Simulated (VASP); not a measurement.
# Ge (Cmcm) in VASP: single point with PBEsol+D3(BJ)

Aim: the single point of Ge with PBEsol+D3(BJ).

Program: VASP 6.6.1. These are calculated values, not measurements. Logs are shortened: lines on timing, memory, paths and dates and some standing lists are left out, and cuts for length are marked.

### Step 1. The cell of the first run

Symmetry: Cmcm, No. 63, orthorhombic system. The conventional cell has a = 2.976 Å, b = 5.189 Å, c = 4.728 Å, α = 90.00°, β = 90.00°, γ = 90.00°. Ge (site symmetry m2m) has 12 Ge at 2.92 to 2.99 Å within 3.9 Å.

This isn't the form of Ge at room conditions, which is diamond.

### Step 2. Single point, PBEsol+D3(BJ)

Contents of INCAR:

```
PREC     = Accurate       # precision mode
ENCUT    = 520            # plane-wave cutoff, eV
EDIFF    = 1E-7           # SCF threshold, eV
ISMEAR   = 0              # smearing method
SIGMA    = 0.1            # smearing width, eV
LREAL    = False          # projectors in reciprocal space
LASPH    = True           # aspherical terms in the spheres
NELM     = 80             # most SCF steps
ALGO     = Normal         # electronic algorithm
ISIF     = 2              # what is computed and relaxed
LWAVE    = False          # write WAVECAR
LCHARG   = False          # write CHGCAR
GGA      = PS             # functional
IVDW     = 12             # dispersion correction
NBANDS   = 21             # bands
```

Contents of KPOINTS:

```
regular mesh
0
Gamma
  8 8 4
```

Contents of POSCAR:

```
Ge
1.0
    1.4880529250     -2.5946896100      0.0000000000
    1.4880529250      2.5946896100      0.0000000000
    0.0000000000      0.0000000000      4.7275957900
Ge
2
Direct
    0.6665533700      0.3334466300      0.2500000000
    0.3334466300      0.6665533700      0.7500000000
```

Potentials or basis: VASP PAW PBE potentials, release 64 (Ge_d).

Command:

```bash
> cat potpaw_PBE.64/Ge_d/POTCAR > POTCAR
> mpirun -np 1 vasp_std > vasp.out
```

OUTCAR:

```text
PREC = Accurate
   ENCUT = 520
   EDIFF = 1E-7
   ISMEAR = 0
   LREAL = False
   LASPH = True
   NELM = 80
   ISIF = 2
   GGA = PS
   IVDW = 12
 IVDW          = 12

 ion  position               nearest neighbor table
   1  0.667  0.333  0.250-
   2  0.333  0.667  0.750-

  LATTYP: Found a base centered orthorhombic cell.
 ALAT       =     2.9761058500
 B/A-ratio  =     1.7436809984
 C/A-ratio  =     1.5885173540

  Lattice vectors:

 A1 = (   1.4880529250,  -2.5946896100,   0.0000000000)
 A2 = (   1.4880529250,   2.5946896100,   0.0000000000)
 A3 = (   0.0000000000,   0.0000000000,   4.7275957900)

Analysis of symmetry for initial positions (statically):
=====================================================================
 Subroutine PRICEL returns:
 Original cell was already a primitive cell.

 Routine SETGRP: Setting up the symmetry group for a
 base centered orthorhombic supercell.

 Subroutine GETGRP returns: Found  8 space group operations
 (whereof  4 operations were pure point group operations)
 out of a pool of  8 trial point group operations.

The static configuration has the point symmetry C_2h.
 The point group associated with its full space group is D_2h.

Analysis of symmetry for dynamics (positions and initial velocities):
=====================================================================
 Subroutine PRICEL returns:
 Original cell was already a primitive cell.

 Routine SETGRP: Setting up the symmetry group for a
 base centered orthorhombic supercell.

 Subroutine GETGRP returns: Found  8 space group operations
 (whereof  4 operations were pure point group operations)
 out of a pool of  8 trial point group operations.

The dynamic configuration has the point symmetry C_2h.
 The point group associated with its full space group is D_2h.

 Subroutine INISYM returns: Found  8 space group operations
 (whereof  4 operations are pure point group operations),
 and found     1 'primitive' translations

----------------------------------------------------------------------------------------

                                     Primitive cell

  volume of cell :      36.5068

  direct lattice vectors                    reciprocal lattice vectors
     1.488052925 -2.594689610  0.000000000     0.336009554 -0.192701277  0.000000000
     1.488052925  2.594689610  0.000000000     0.336009554  0.192701277  0.000000000
     0.000000000  0.000000000  4.727595790     0.000000000  0.000000000  0.211524006

  length of vectors
     2.991106096  2.991106096  4.727595790     0.387345069  0.387345069  0.211524006

  position of ions in fractional coordinates (direct lattice)
     0.666553370  0.333446630  0.250000000
     0.333446630  0.666553370  0.750000000

  ion indices of the primitive-cell ions
   primitive index   ion index
                 1           1
                 2           2

----------------------------------------------------------------------------------------

 KPOINTS: regular mesh

Automatic generation of k-mesh.
 Grid dimensions read from file:
 generate k-points for:    8    8    4

 Generating k-lattice:

  Cartesian coordinates                     Fractional coordinates (reciprocal lattice)
     0.042001194 -0.024087660  0.000000000     0.125000000  0.000000000  0.000000000
     0.042001194  0.024087660  0.000000000     0.000000000  0.125000000  0.000000000
     0.000000000  0.000000000  0.052881001     0.000000000  0.000000000  0.250000000

  Length of vectors
     0.048418134  0.048418134  0.052881001

  Shift w.r.t. Gamma in fractional coordinates (k-lattice)
     0.000000000  0.000000000  0.000000000

 Subroutine IBZKPT returns following result:
 ===========================================

 Found     63 irreducible k-points:

 Following reciprocal coordinates:
            Coordinates               Weight
  0.000000  0.000000  0.000000      1.000000
  0.125000  0.000000  0.000000      4.000000
  0.250000  0.000000  0.000000      4.000000
  0.375000 -0.000000  0.000000      4.000000
  0.500000  0.000000  0.000000      2.000000
  0.125000  0.125000  0.000000      2.000000
[... 16 lines left out ...]
  0.125000  0.000000  0.250000      8.000000
  0.250000  0.000000  0.250000      8.000000
 [... further k-points ...]
   k-points           NKPTS =     63   k-points in BZ     NKDIM =     63   number of bands    NBANDS=     21
   number of dos      NEDOS =    301   number of ions     NIONS =      2
   total plane-waves  NPLWV =  20736
   dimension x,y,z NGX =    24 NGY =   24 NGZ =   36
   dimension x,y,z NGXF=    48 NGYF=   48 NGZF=   72
   ions per type =               2
   NGX,Y,Z   is equivalent  to a cutoff of  13.34, 13.34, 12.66 a.u.
   NGXF,Y,Z  is equivalent  to a cutoff of  26.68, 26.68, 25.32 a.u.
 SYSTEM =  unknown system
   PREC   = accura    normal or accurate (medium, high low for compatibility)
   ISTART =      0    job   : 0-new  1-cont  2-samecut
   ICHARG =      2    charge: 1-file 2-atom 10-const
   ISPIN  =      1    spin polarized calculation?
   LNONCOLLINEAR =      F non collinear calculations
   LSORBIT =      F    spin-orbit coupling
   LASPH  =      T    aspherical Exc in radial PAW
   ENCUT  =  520.0 eV  38.22 Ry    6.18 a.u.   5.56  5.56  8.79*2*pi/ulx,y,z
   NELM   =     80;   NELMIN=  2; NELMDL= -5     # of ELM steps
   EDIFF  = 0.1E-06   stopping-criterion for ELM
   LREAL  =      F    real-space projection
   EDIFFG = 0.1E-05   stopping-criterion for IOM
   NSW    =      0    number of steps for IOM
   IBRION =     -1    ionic relax: 0-MD 1-quasi-New 2-CG
   NFREE  =      0    steps in history (QN), initial steepest desc. (CG)
   ISIF   =      2    stress and relaxation
   ISYM   =      2    0-nonsym 1-usesym 2-fastsym
   POTIM  = 0.5000    time-step for ionic-motion
   TEBEG  =    0.0;   TEEND  =   0.0 temperature during run
   PSTRESS=    0.0 pullay stress
   NELECT =      28.0000    total number of electrons
   NUPDOWN=      -1.0000    fix difference up-down
   EMIN   =  10.00;   EMAX   =-10.00  energy-range for DOS
   EFERMI =   0.00;   METHOD = LEGACY
   ISMEAR =     0;   SIGMA  =   0.10  broadening in eV -4-tet -1-fermi 0-gaus
   EFERMI_NEDOS =   21; number of points for ismear=-14 and -15
   IALGO  =     38    algorithm
   IMIX   =      4    mixing-type and parameters
     AMIX     =   0.40;   BMIX     =  1.00
     AMIX_MAG =   1.60;   BMIX_MAG =  1.00
  volume/ion in A,a.u.               =      18.25       123.18
  Fermi-wavevector in a.u.,A,eV,Ry     =   1.498544  2.831837 30.553703  2.245634
  Thomas-Fermi vector in A             =   2.610289
   LORBIT       =      0    0 simple, 1 ext, 2 COOP (PROOUT), +10 PAW based schemes
   GGA     = PS    functional components
   LHFCALC =     F    Hartree Fock is set to
   AEXX    =    0.0000 exact exchange contribution
   IVDW    =    12    specifies the selected vdW correction
   LEPSILON=     F    determine dielectric tensor
   LRPA    =     F    only Hartree local field effects (RPA)
 non-spin polarized calculation
 Gauss-broadening in eV      SIGMA  =   0.10
  energy-cutoff  :      520.00
  volume of cell :       36.51
 maximum number of plane-waves:      1014
 NGX is ok and might be reduce to    24
   NGX = 11   NGY = 11   NGZ = 17

 number of electron      28.0000012 magnetization

 Free energy of the ion-electron system (eV)
  ---------------------------------------------------
  ext. energy  EPLUGINS =         0.00000000
  ---------------------------------------------------
  free energy    TOTEN  =        -9.31547180 eV

  energy without entropy =       -9.31063489  energy(sigma->0) =       -9.31305335

 E-fermi :   7.1412     XC(G=0): -11.6049

 val. band max:        7.1338731781   @ k =   0.2500   0.0000   0.2500
 cond. band min:       7.2176706867   @ k =   0.5000   0.1250   0.2500
 fundamental gap:      0.0837975086
 Fermi energy:         7.1412021932

 k-point     1 :       0.0000    0.0000    0.0000
  band No.  band energies     occupation
      1     -17.6500      2.00000
      2     -17.6448      2.00000
      3     -17.6412      2.00000
      4     -17.6374      2.00000
      5     -17.6352      2.00000
      6     -17.6323      2.00000
[... 13 lines left out ...]
     20      19.8209      0.00000
     21      21.0989      0.00000

 k-point     2 :       0.1250    0.0000    0.0000
  band No.  band energies     occupation
      1     -17.6583      2.00000
      2     -17.6445      2.00000
      3     -17.6307      2.00000
      4     -17.6279      2.00000
      5     -17.6241      2.00000
      6     -17.6237      2.00000
[... 13 lines left out ...]
     20      20.4957      0.00000
     21      21.1265      0.00000

 k-point     3 :       0.2500    0.0000    0.0000
  band No.  band energies     occupation
      1     -17.6799      2.00000
      2     -17.6415      2.00000
      3     -17.6405      2.00000
      4     -17.6357      2.00000
      5     -17.6145      2.00000
      6     -17.5989      2.00000
[... 13 lines left out ...]
     20      19.3043      0.00000
     21      20.7249      0.00000

 k-point     4 :       0.3750   -0.0000    0.0000
  band No.  band energies     occupation
      1     -17.6986      2.00000
      2     -17.6596      2.00000
      3     -17.6466      2.00000
      4     -17.6451      2.00000
      5     -17.5969      2.00000
      6     -17.5865      2.00000
[... 13 lines left out ...]
     20      18.4387      0.00000
     21      19.9759      0.00000

 k-point     5 :       0.5000    0.0000    0.0000
  band No.  band energies     occupation
      1     -17.7060      2.00000
      2     -17.6682      2.00000
      3     -17.6508      2.00000
      4     -17.6475      2.00000
      5     -17.5922      2.00000
      6     -17.5893      2.00000
[... 13 lines left out ...]
     20      18.1429      0.00000
     21      19.7050      0.00000
[... 382 lines left out ...]
     20      18.2795      0.00000
     21      19.8637      0.00000

 k-point    22 :       0.0000    0.0000    0.2500
  band No.  band energies     occupation
      1     -17.6529      2.00000
      2     -17.6496      2.00000
      3     -17.6469      2.00000
      4     -17.6420      2.00000
      5     -17.6385      2.00000
      6     -17.6377      2.00000
[... 13 lines left out ...]
     20      20.1647      0.00000
     21      20.3410      0.00000

 k-point    23 :       0.1250    0.0000    0.2500
  band No.  band energies     occupation
      1     -17.6587      2.00000
      2     -17.6472      2.00000
      3     -17.6416      2.00000
      4     -17.6383      2.00000
      5     -17.6296      2.00000
      6     -17.6276      2.00000
[... 13 lines left out ...]
     20      19.4785      0.00000
     21      20.9561      0.00000

 k-point    24 :       0.2500    0.0000    0.2500
  band No.  band energies     occupation
      1     -17.6764      2.00000
      2     -17.6500      2.00000
      3     -17.6461      2.00000
      4     -17.6292      2.00000
      5     -17.6145      2.00000
      6     -17.5975      2.00000
[... 13 lines left out ...]
     20      18.2356      0.00000
     21      18.6166      0.00000

 [... further k-points ...]

------------------------ aborting loop because EDIFF is reached ----------------------------------------

 Edisp (eV)   -0.67773

 E8    (eV) :    -0.4528

  FORCE on cell =-STRESS in cart. coord.  units (eV):
  Direction    XX          YY          ZZ          XY          YZ          ZX
  --------------------------------------------------------------------------------------
  -------------------------------------------------------------------------------------
  Total      -1.36135    -1.24328     0.71311     0.00000     0.00000     0.00000
  in kB     -59.74571   -54.56370    31.29637     0.00000     0.00000     0.00000
  external pressure =      -27.67 kB  Pullay stress =        0.00 kB

 VOLUME and BASIS-vectors are now :
 -----------------------------------------------------------------------------
  energy-cutoff  :      520.00
  volume of cell :       36.51
      direct lattice vectors                 reciprocal lattice vectors
     1.488052925 -2.594689610  0.000000000     0.336009554 -0.192701277  0.000000000
     1.488052925  2.594689610  0.000000000     0.336009554  0.192701277  0.000000000
     0.000000000  0.000000000  4.727595790     0.000000000  0.000000000  0.211524006

 POSITION                                       TOTAL-FORCE (eV/Angst)
 -----------------------------------------------------------------------------------
      1.48805     -0.86431      1.18190         0.000000     -0.005937      0.000000
      1.48805      0.86431      3.54570         0.000000      0.005937     -0.000000
 -----------------------------------------------------------------------------------
    total drift:                                0.000000     -0.000000      0.000000

  FREE ENERGIE OF THE ION-ELECTRON SYSTEM (eV)
  ---------------------------------------------------
  free  energy   TOTEN  =        -9.9932032331 eV

  energy  without entropy=       -9.9883663144  energy(sigma->0) =       -9.99078477
```

Wall time 32 s (1 thread of Intel Xeon Platinum 8259CL at 2.50GHz (Skylake/Cascade Lake), shared host); peak memory 0.18 GiB.

What came out:

| Quantity | Value |
| --- | --- |
| Free energy | -9.9932 eV |
| Pressure | -2.8 GPa |
| Largest force | 0.006 eV/Å |
| Band gap on the k mesh | zero (bands 14 and 15 overlap by 9.06 eV) |
| Dispersion energy per atom | -0.339 eV |

Forces on the atoms (eV/Å):
```
Ge   0.000 -0.006  0.000
Ge   0.000  0.006  0.000
```

Caveat: the PAW data sets were made with another functional, which shifts forces and pressure a little.
